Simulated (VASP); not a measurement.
Crystal: B4As3N.

```
N B As
1.0
    -2.26103    2.26103    4.44929
     2.26103   -2.26103    4.44929
     2.26103    2.26103   -4.44929
N B As
1 4 3
Cartesian
  0.0000 0.0000 0.0000
  1.3430 1.3430 3.4595
  -1.3430 1.3430 5.4390
  0.9180 0.9180 -0.9897
  1.3430 -1.3430 5.4390
  2.2610 0.0000 2.2246
  0.0000 0.0000 4.4493
  0.0000 2.2610 2.2246
```

Program: VASP 6.6.1. Alike in all runs: task single point; potentials or basis VASP PAW PBE potentials, release 64 (N, B, As); no spin polarisation; cell as given; cutoff (eV) 520.

Order these runs on this cell by their band gap on the k mesh, lowest first.
A. level PBE; k mesh 8 × 8 × 8; smearing fermi-dirac 0.02 eV
B. level r2SCAN; k mesh 8 × 8 × 8; smearing gaussian 0.01 eV
C. level HSE06; k mesh 4 × 4 × 4; smearing gaussian 0.01 eV; grid for exact exchange (PRECFOCK) Fast; screening parameter 0.2079 1/Å

A (1.23 eV), B (1.52 eV), C (2.03 eV).

Caveats: some runs use coarse meshes.

A k mesh can miss the band edges.
